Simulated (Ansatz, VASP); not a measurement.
Given: the input of a run of Ansatz 0.2.0 on Zn.

The input input.yaml:

```yaml
crystal:
  lattice:
    - [0.0, 1.964776, 2.04336704]
    - [1.964776, 0.0, 2.04336704]
    - [1.964776, 1.964776, 0.0]
  atoms:
    - { symbol: Zn, position: [0.0, 0.0, 0.0] }
kpoints:
  mp_grid: { grid: [12, 12, 12] }
scf:
  occupations: { method: fermi_dirac, width: 0.05 }
hamiltonian:
  xc: pbesol
  pseudopotentials: { kind: all_electron, lapw: { basis_error: 0.001 } }
output:
  forces: true
  stress: true
  eigenvalues: true
```

Potentials or basis: all-electron LAPW, scalar-relativistic.

Run with:

```sh
$ ansatz run input.yaml --threads 1 --pin off --max-ram 3072MiB --backend cpu --events-out ev --progress --plain --runs-dir out
```

Q: Translate it to VASP 6.6.1. Potentials there: VASP PAW PBE potentials, release 64 (Zn).

A: As run (the cutoff follows the program's own potentials):

INCAR

```
PREC = Accurate
ENCUT = 500
EDIFF = 1E-6
ISMEAR = -1
SIGMA = 0.05
LREAL = False
LASPH = True
NELM = 120
ALGO = Normal
ISIF = 2
LWAVE = False
LCHARG = False
GGA = PS
NBANDS = 12
GGA_COMPAT = False
```

The input KPOINTS:

```
regular mesh
0
Gamma
  12 12 12
```

Contents of POSCAR:

```
Zn
1.0
    0.0000000000      1.9647760000      2.0433670400
    1.9647760000      0.0000000000      2.0433670400
    1.9647760000      1.9647760000      0.0000000000
Zn
1
Direct
    0.0000000000      0.0000000000      0.0000000000
```

Potentials or basis: VASP PAW PBE potentials, release 64 (Zn).

Launch:

```bash
$ cat potpaw_PBE.64/Zn/POTCAR > POTCAR
$ mpirun -np 1 vasp_std > vasp.out
```

Both were run:

|  | VASP | Ansatz | Ansatz less VASP |
| --- | --- | --- | --- |
| gap on the k mesh at the Fermi level (eV) | none | none | - |
| pressure (GPa) | -6.6 | -7.0 | -0.35 |
| traceless stress, the component that is largest in VASP (GPa) | -0.91 | -0.90 | +0.005 |

VASP's potentials were made for PBE, not for PBEsol. A gap of «none» marks a metal or a gap that the smearing closes. Ansatz ran all-electron here, and VASP with PAW potentials.
